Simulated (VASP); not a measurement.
# NiO (Fm-3m) in VASP: settings compared

Aim: see how the results for NiO move with the level of theory and the settings. Levels: PBEsol, BLYP+D3(BJ), LDA. Tasks: single point.

Everything below comes from runs of VASP 6.6.1. Logs are shortened: lines on timing, memory, paths and dates and some standing lists are left out, and cuts for length are marked.

## (1) The cell of the first run

Symmetry: Fm-3m, No. 225, cubic system. The conventional cell has a = 4.172 Å, b = 4.172 Å, c = 4.172 Å, α = 90.00°, β = 90.00°, γ = 90.00°. Ni (site symmetry m-3m) has 6 O at 2.09 Å within 2.8 Å. O (site symmetry m-3m) has 6 Ni at 2.09 Å within 2.8 Å.

## (2) Single point, PBEsol, collinear spin, ferromagnetic start

Input file INCAR:

```
PREC = Accurate
ENCUT = 700
EDIFF = 1E-6
ISMEAR = -5
SIGMA = 0.1
LREAL = F
LASPH = T
NELM = 200
ALGO = Normal
ISIF = 2
LWAVE = F
LCHARG = F
ISPIN = 2
MAGMOM = 1 0
LORBIT = 11
LMAXMIX = 4
GGA = PS
NBANDS = 23
GGA_COMPAT = F
```

Input file KPOINTS:

```
Automatic mesh
0
Gamma
  11 11 11
```

Input file POSCAR:

```
NiO
1.0
    0.0000000000      2.0859016400      2.0859016400
    2.0859016400      0.0000000000      2.0859016400
    2.0859016400      2.0859016400      0.0000000000
Ni O
1 1
Direct
    0.0000000000      0.0000000000      0.0000000000
    0.5000000000      0.5000000000      0.5000000000
```

Potentials or basis: VASP PAW PBE potentials, release 64 (Ni_sv_GW, O).

Command:

```bash
$ cat potpaw_PBE.64/Ni_sv_GW/POTCAR potpaw_PBE.64/O/POTCAR > POTCAR
$ mpirun -np 1 vasp_std > vasp.out
```

OUTCAR:

```text
PREC = Accurate
   ENCUT = 700
   EDIFF = 1E-6
   ISMEAR = -5
   LREAL = F
   LASPH = T
   NELM = 200
   ISIF = 2
   ISPIN = 2
   LORBIT = 11
   GGA = PS

 ion  position               nearest neighbor table
   1  0.000  0.000  0.000-   2 2.09   2 2.09   2 2.09   2 2.09   2 2.09   2 2.09
   2  0.500  0.500  0.500-   1 2.09   1 2.09   1 2.09   1 2.09   1 2.09   1 2.09

  LATTYP: Found a face centered cubic cell.
 ALAT       =     4.1718032800

  Lattice vectors:

 A1 = (   0.0000000000,   2.0859016400,   2.0859016400)
 A2 = (   2.0859016400,   0.0000000000,   2.0859016400)
 A3 = (   2.0859016400,   2.0859016400,   0.0000000000)

Analysis of symmetry for initial positions (statically):
=====================================================================
 Subroutine PRICEL returns:
 Original cell was already a primitive cell.

 Routine SETGRP: Setting up the symmetry group for a
 face centered cubic supercell.

 Subroutine GETGRP returns: Found 48 space group operations
 (whereof 48 operations were pure point group operations)
 out of a pool of 48 trial point group operations.

The static configuration has the point symmetry O_h .

Analysis of symmetry for dynamics (positions and initial velocities):
=====================================================================
 Subroutine PRICEL returns:
 Original cell was already a primitive cell.

 Routine SETGRP: Setting up the symmetry group for a
 face centered cubic supercell.

 Subroutine GETGRP returns: Found 48 space group operations
 (whereof 48 operations were pure point group operations)
 out of a pool of 48 trial point group operations.

The dynamic configuration has the point symmetry O_h .

Analysis of structural, dynamic, and magnetic symmetry:
=====================================================================
 Subroutine PRICEL returns:
 Original cell was already a primitive cell.

 Routine SETGRP: Setting up the symmetry group for a
 face centered cubic supercell.

 Subroutine GETGRP returns: Found 48 space group operations
 (whereof 48 operations were pure point group operations)
 out of a pool of 48 trial point group operations.

The overall configuration has the point symmetry O_h .

 Subroutine INISYM returns: Found 48 space group operations
 (whereof 48 operations are pure point group operations),
 and found     1 'primitive' translations

----------------------------------------------------------------------------------------

                                     Primitive cell

  volume of cell :      18.1515

  direct lattice vectors                    reciprocal lattice vectors
     0.000000000  2.085901640  2.085901640    -0.239704495  0.239704495  0.239704495
     2.085901640  0.000000000  2.085901640     0.239704495 -0.239704495  0.239704495
     2.085901640  2.085901640  0.000000000     0.239704495  0.239704495 -0.239704495

  length of vectors
     2.949910389  2.949910389  2.949910389     0.415180365  0.415180365  0.415180365

  position of ions in fractional coordinates (direct lattice)
     0.000000000  0.000000000  0.000000000
     0.500000000  0.500000000  0.500000000

  ion indices of the primitive-cell ions
   primitive index   ion index
                 1           1
                 2           2

----------------------------------------------------------------------------------------

 KPOINTS: Automatic mesh

Automatic generation of k-mesh.
 Grid dimensions read from file:
 generate k-points for:   11   11   11

 Generating k-lattice:

  Cartesian coordinates                     Fractional coordinates (reciprocal lattice)
    -0.021791318  0.021791318  0.021791318     0.090909091  0.000000000  0.000000000
     0.021791318 -0.021791318  0.021791318     0.000000000  0.090909091  0.000000000
     0.021791318  0.021791318 -0.021791318     0.000000000  0.000000000  0.090909091

  Length of vectors
     0.037743670  0.037743670  0.037743670

  Shift w.r.t. Gamma in fractional coordinates (k-lattice)
     0.000000000  0.000000000  0.000000000

 TETIRR: Found    201 inequivalent tetrahedra from     7986

 Subroutine IBZKPT returns following result:
 ===========================================

 Found     56 irreducible k-points:

 Following reciprocal coordinates:
            Coordinates               Weight
  0.000000  0.000000  0.000000      1.000000
  0.090909  0.000000  0.000000      8.000000
  0.181818  0.000000  0.000000      8.000000
  0.272727  0.000000  0.000000      8.000000
  0.363636  0.000000  0.000000      8.000000
  0.454545  0.000000  0.000000      8.000000
[... 16 lines left out ...]
 -0.272727  0.181818  0.000000     24.000000
 -0.181818  0.181818  0.000000     12.000000
 [... further k-points ...]
   k-points           NKPTS =     56   k-points in BZ     NKDIM =     56   number of bands    NBANDS=     23
   number of dos      NEDOS =    301   number of ions     NIONS =      2
   total plane-waves  NPLWV =  21952
   dimension x,y,z NGX =    28 NGY =   28 NGZ =   28
   dimension x,y,z NGXF=    56 NGYF=   56 NGZF=   56
   ions per type =               1   1
   NGX,Y,Z   is equivalent  to a cutoff of  15.78, 15.78, 15.78 a.u.
   NGXF,Y,Z  is equivalent  to a cutoff of  31.56, 31.56, 31.56 a.u.
 SYSTEM =  unknown system
   PREC   = accura    normal or accurate (medium, high low for compatibility)
   ISTART =      0    job   : 0-new  1-cont  2-samecut
   ICHARG =      2    charge: 1-file 2-atom 10-const
   ISPIN  =      2    spin polarized calculation?
   LNONCOLLINEAR =      F non collinear calculations
   LSORBIT =      F    spin-orbit coupling
   LASPH  =      T    aspherical Exc in radial PAW
   ENCUT  =  700.0 eV  51.45 Ry    7.17 a.u.   6.36  6.36  6.36*2*pi/ulx,y,z
   NELM   =    200;   NELMIN=  2; NELMDL= -5     # of ELM steps
   EDIFF  = 0.1E-05   stopping-criterion for ELM
   LREAL  =      F    real-space projection
   EDIFFG = 0.1E-04   stopping-criterion for IOM
   NSW    =      0    number of steps for IOM
   IBRION =     -1    ionic relax: 0-MD 1-quasi-New 2-CG
   NFREE  =      0    steps in history (QN), initial steepest desc. (CG)
   ISIF   =      2    stress and relaxation
   ISYM   =      2    0-nonsym 1-usesym 2-fastsym
   POTIM  = 0.5000    time-step for ionic-motion
   TEBEG  =    0.0;   TEEND  =   0.0 temperature during run
   PSTRESS=    0.0 pullay stress
   NELECT =      24.0000    total number of electrons
   NUPDOWN=      -1.0000    fix difference up-down
   EMIN   =  10.00;   EMAX   =-10.00  energy-range for DOS
   EFERMI =   0.00;   METHOD = LEGACY
   ISMEAR =    -5;   SIGMA  =   0.10  broadening in eV -4-tet -1-fermi 0-gaus
   EFERMI_NEDOS =   21; number of points for ismear=-14 and -15
   IALGO  =     38    algorithm
   IMIX   =      4    mixing-type and parameters
     AMIX     =   0.40;   BMIX     =  1.00
     AMIX_MAG =   1.60;   BMIX_MAG =  1.00
  volume/ion in A,a.u.               =       9.08        61.25
  Fermi-wavevector in a.u.,A,eV,Ry     =   1.796835  3.395525 43.927965  3.228614
  Thomas-Fermi vector in A             =   2.858301
   LORBIT       =     11    0 simple, 1 ext, 2 COOP (PROOUT), +10 PAW based schemes
   GGA     = PS    functional components
   LHFCALC =     F    Hartree Fock is set to
   AEXX    =    0.0000 exact exchange contribution
   IVDW    =     0    specifies the selected vdW correction
   LEPSILON=     F    determine dielectric tensor
   LRPA    =     F    only Hartree local field effects (RPA)
 spin polarized calculation
 Fermi weights with tetrahedron method with Bloechl corrections
  energy-cutoff  :      700.00
  volume of cell :       18.15
 maximum number of plane-waves:       777
 NGX is ok and might be reduce to    28
   NGX = 13   NGY = 13   NGZ = 13

 number of electron      24.0000003 magnetization       1.6339372

 Free energy of the ion-electron system (eV)
  ---------------------------------------------------
  ext. energy  EPLUGINS =         0.00000000
  ---------------------------------------------------
  free energy    TOTEN  =       -13.30808072 eV

  energy without entropy =      -13.30808072  energy(sigma->0) =      -13.30808072

 E-fermi :   6.8819     XC(G=0): -13.3430

 val. band max:        6.9210651970   @ k =   0.3636   0.0000   0.0000
 cond. band min:       6.7739356676   @ k =  -0.1818   0.1818   0.0000
 fundamental gap:     -0.1471295293
 Fermi energy:         6.8819171918

 spin component 1

 k-point     1 :       0.0000    0.0000    0.0000
  band No.  band energies     occupation
      1     -97.0556      1.00000
      2     -57.5771      1.00000
      3     -57.5771      1.00000
      4     -57.5771      1.00000
      5     -13.5568      1.00000
      6       3.7599      1.00000
[... 15 lines left out ...]
     22      32.4535      0.00000
     23      32.4535      0.00000
[... 575 lines left out ...]
      1     -97.0541      1.00000
      2     -57.5946      1.00000
      3     -57.5847      1.00000
      4     -57.5794      1.00000
      5     -12.7099      1.00000
      6       0.1447      1.00000
[... 15 lines left out ...]
     22      37.5311      0.00000
     23      38.6842      0.00000

 [... further k-points ...]

 spin component 2

 k-point     1 :       0.0000    0.0000    0.0000
  band No.  band energies     occupation
      1     -95.3922      1.00000
      2     -55.9533      1.00000
      3     -55.9533      1.00000
      4     -55.9533      1.00000
      5     -13.1454      1.00000
      6       4.2439      1.00000
[... 15 lines left out ...]
     22      33.0459      0.00000
     23      33.0460      0.00000
[... 575 lines left out ...]
      1     -95.3905      1.00000
      2     -55.9725      1.00000
      3     -55.9616      1.00000
      4     -55.9558      1.00000
      5     -12.2709      1.00000
      6       0.6615      1.00000
[... 15 lines left out ...]
     22      37.8845      0.00000
     23      38.8192      0.00000

 [... further k-points ...]

------------------------ aborting loop because EDIFF is reached ----------------------------------------

  FORCE on cell =-STRESS in cart. coord.  units (eV):
  Direction    XX          YY          ZZ          XY          YZ          ZX
  --------------------------------------------------------------------------------------
  -------------------------------------------------------------------------------------
  Total       -0.6999538     -0.6999538     -0.6999538      0.0000000     -0.0000000     -0.0000000
  in kB      -61.7829266    -61.7829266    -61.7829266      0.0000000     -0.0000000     -0.0000000
  external PRESSURE =     -61.7829266 kB  Pullay stress =       0.0000000 kB

 VOLUME and BASIS-vectors are now :
 -----------------------------------------------------------------------------
  energy-cutoff  :      700.00
  volume of cell :       18.15
      direct lattice vectors                 reciprocal lattice vectors
     0.000000000  2.085901640  2.085901640    -0.239704495  0.239704495  0.239704495
     2.085901640  0.000000000  2.085901640     0.239704495 -0.239704495  0.239704495
     2.085901640  2.085901640  0.000000000     0.239704495  0.239704495 -0.239704495

 POSITION                                       TOTAL-FORCE (eV/Angst)
 -----------------------------------------------------------------------------------
      0.00000      0.00000      0.00000        -0.000000     -0.000000     -0.000000
      2.08590      2.08590      2.08590         0.000000      0.000000      0.000000
 -----------------------------------------------------------------------------------
    total drift:                               -0.000000      0.000000      0.000000

  FREE ENERGIE OF THE ION-ELECTRON SYSTEM (eV)
  ---------------------------------------------------
  free  energy   TOTEN  =       -13.3080807191 eV

  energy  without entropy=      -13.3080807191  energy(sigma->0) =      -13.30808072

 total charge

# of ion       s       p       d       f       tot
--------------------------------------------------
    1        2.153   6.217   7.794   0.010  16.173
    2        1.548   3.397   0.000   0.000   4.945
--------------------------------------------------
tot          3.700   9.614   7.794   0.010  21.118

 magnetization (x)

# of ion       s       p       d       f       tot
--------------------------------------------------
    1        0.008   0.012   1.326   0.001   1.347
    2        0.028   0.222   0.000   0.000   0.250
--------------------------------------------------
tot          0.036   0.234   1.326   0.001   1.597
```

Wall time 3.5 min (1 thread of Intel Xeon Platinum 8175M at 2.50GHz (Skylake/Cascade Lake), shared host); peak memory 0.23 GiB.

Results:

| Quantity | Value |
| --- | --- |
| Free energy | -13.3081 eV |
| Pressure | -6.2 GPa |
| Net moment | 1.63 μB per cell |
| Site moments | Ni +1.35; O +0.25 μB |
| Valence electrons inside the program's atomic spheres | Ni 16.17; O 4.95 |

Levels at points of the mesh, in eV from the Fermi level:
Spin up:
| k point | band 10 | band 11 | band 12 | band 13 | band 14 | band 15 | band 16 | band 17 |
| --- | --- | --- | --- | --- | --- | --- | --- | --- |
| (0.00, 0.00, 0.00) | -2.97 | -2.58 | -2.58 | -2.58 | 1.40 | 17.52 | 18.69 | 18.69 |
Spin down:
| k point | band 8 | band 9 | band 10 | band 11 | band 12 | band 13 | band 14 | band 15 |
| --- | --- | --- | --- | --- | --- | --- | --- | --- |
| (0.00, 0.00, 0.00) | -2.64 | -1.74 | -1.74 | -1.74 | -0.77 | -0.77 | 1.74 | 17.48 |

Caveat: the cell stands under tension; the PAW data sets were made with another functional, which shifts forces and pressure a little; a cell with one magnetic atom can't hold antiferromagnetic order, which such compounds often take; semilocal functionals often make such compounds metallic where correlation or magnetic order opens a gap, which also shifts bond lengths; tetrahedron occupations give inexact forces and stress in metals.

## (3) Single point, BLYP+D3(BJ), collinear spin, ferromagnetic start

This run uses another cell than the first one, of 8.89 Å³/atom.

Input file INCAR:

```
PREC = Accurate
ENCUT = 700
EDIFF = 1E-6
ISMEAR = -1
SIGMA = 0.05
LREAL = False
LASPH = True
NELM = 200
ALGO = Normal
ISIF = 2
LWAVE = False
LCHARG = False
ISPIN = 2
MAGMOM = 1 0
LORBIT = 11
LMAXMIX = 4
GGA = B5
ALDAX = 1.0
AGGAX = 1.0
AGGAC = 1.0
ALDAC = 0.0
IVDW = 12
NBANDS = 23
VDW_S6 = 1.0
VDW_S8 = 2.6996
VDW_A1 = 0.4298
VDW_A2 = 4.2359
GGA_COMPAT = False
```

Input file KPOINTS:

```
regular mesh
0
Gamma
  11 11 11
```

Input file POSCAR:

```
NiO
1.0
    0.0000000000      2.0719018797      2.0719018797
    2.0719018797      0.0000000000      2.0719018797
    2.0719018797      2.0719018797      0.0000000000
Ni O
1 1
Direct
    0.0000000000      0.0000000000      0.0000000000
    0.5000000000      0.5000000000      0.5000000000
```

Potentials or basis: VASP PAW PBE potentials, release 64 (Ni_sv_GW, O).

Command:

```bash
$ cat potpaw_PBE.64/Ni_sv_GW/POTCAR potpaw_PBE.64/O/POTCAR > POTCAR
$ mpirun -np 1 vasp_std > vasp.out
```

It took 88 s on 1 thread of Intel Xeon Platinum 8488C (Sapphire Rapids), shared host; peak memory 0.23 GiB.

Results (log left out):

| Quantity | Value |
| --- | --- |
| Free energy | -12.6863 eV |
| Pressure | 11.0 GPa |
| Net moment | 1.59 μB per cell |
| Site moments | Ni +1.32; O +0.24 μB |
| Valence electrons inside the program's atomic spheres | Ni 16.21; O 5.00 |
| Dispersion energy per atom | -0.579 eV |

Levels at points of the mesh, in eV from the Fermi level:
Spin up:
```tsv
k point	band 11	band 12	band 13	band 14	band 15	band 16
(0.00, 0.00, 0.00)	-2.71	-2.71	-2.71	1.83	18.47	19.26
```
Spin down:
```csv
k point,band 9,band 10,band 11,band 12,band 13,band 14
"(0.00, 0.00, 0.00)",-2.00,-2.00,-2.00,-0.74,-0.74,2.15
```

Caveat: the cell stands under pressure; the PAW data sets were made with another functional, which shifts forces and pressure a little; a cell with one magnetic atom can't hold antiferromagnetic order, which such compounds often take; semilocal functionals often make such compounds metallic where correlation or magnetic order opens a gap, which also shifts bond lengths.

## (4) Single point, BLYP+D3(BJ), collinear spin, ferromagnetic start

This run uses another cell than the first one, of 9.26 Å³/atom.

Input file INCAR:

```
SYSTEM = NiO
PREC = Accurate
ENCUT = 700
EDIFF = 1E-6
ISMEAR = -1
SIGMA = 0.05
LREAL = .False.
LASPH = .True.
NELM = 200
ALGO = Normal
ISIF = 2
LWAVE = .False.
LCHARG = .False.
ISPIN = 2
MAGMOM = 1 0
LORBIT = 11
LMAXMIX = 4
GGA = B5
ALDAX = 1.0
AGGAX = 1.0
AGGAC = 1.0
ALDAC = 0.0
IVDW = 12
VDW_S6 = 1.0
VDW_S8 = 2.6996
VDW_A1 = 0.4298
VDW_A2 = 4.2359
NBANDS = 23
GGA_COMPAT = .False.
```

Input file KPOINTS:

```
regular mesh
0
Gamma
  11 11 11
  0 0 0
```

Input file POSCAR:

```
NiO
1.0
    0.0000000000      2.0997159621      2.0997159621
    2.0997159621      0.0000000000      2.0997159621
    2.0997159621      2.0997159621      0.0000000000
Ni O
1 1
Direct
    0.0000000000      0.0000000000      0.0000000000
    0.5000000000      0.5000000000      0.5000000000
```

Command:

```bash
$ cat potpaw_PBE.64/Ni_sv_GW/POTCAR potpaw_PBE.64/O/POTCAR > POTCAR
$ mpirun -np 1 vasp_std > vasp.out
```

Wall time 68 s (1 thread of Intel Xeon 6975P-C (Granite Rapids), shared host); peak memory 0.23 GiB.

Results (log left out):

```yaml
Free_energy: -12.7206 eV
Pressure: 1.8 GPa
Net_moment: 1.74 μB per cell
Site_moments: Ni +1.43; O +0.27 μB
Valence_electrons_inside_the_program's_atomic_spheres: Ni 16.17; O 4.99
Dispersion_energy_per_atom: -0.563 eV
```

Levels at points of the mesh, in eV from the Fermi level:
Spin up:
| k point | band 10 | band 11 | band 12 | band 13 | band 14 | band 15 | band 16 | band 17 |
| --- | --- | --- | --- | --- | --- | --- | --- | --- |
| (0.00, 0.00, 0.00) | -2.96 | -2.64 | -2.64 | -2.64 | 1.66 | 18.41 | 19.00 | 19.00 |
Spin down:
```
           k point  band 7  band 8  band 9  band 10  band 11  band 12  band 13  band 14  band 15  band 16
(0.00, 0.00, 0.00)   -2.46   -2.46   -1.87    -1.87    -1.87    -0.56    -0.56     2.00    18.37    19.22
```

Caveat: the PAW data sets were made with another functional, which shifts forces and pressure a little; a cell with one magnetic atom can't hold antiferromagnetic order, which such compounds often take; semilocal functionals often make such compounds metallic where correlation or magnetic order opens a gap, which also shifts bond lengths.

(Continued in part 2 of 2.)
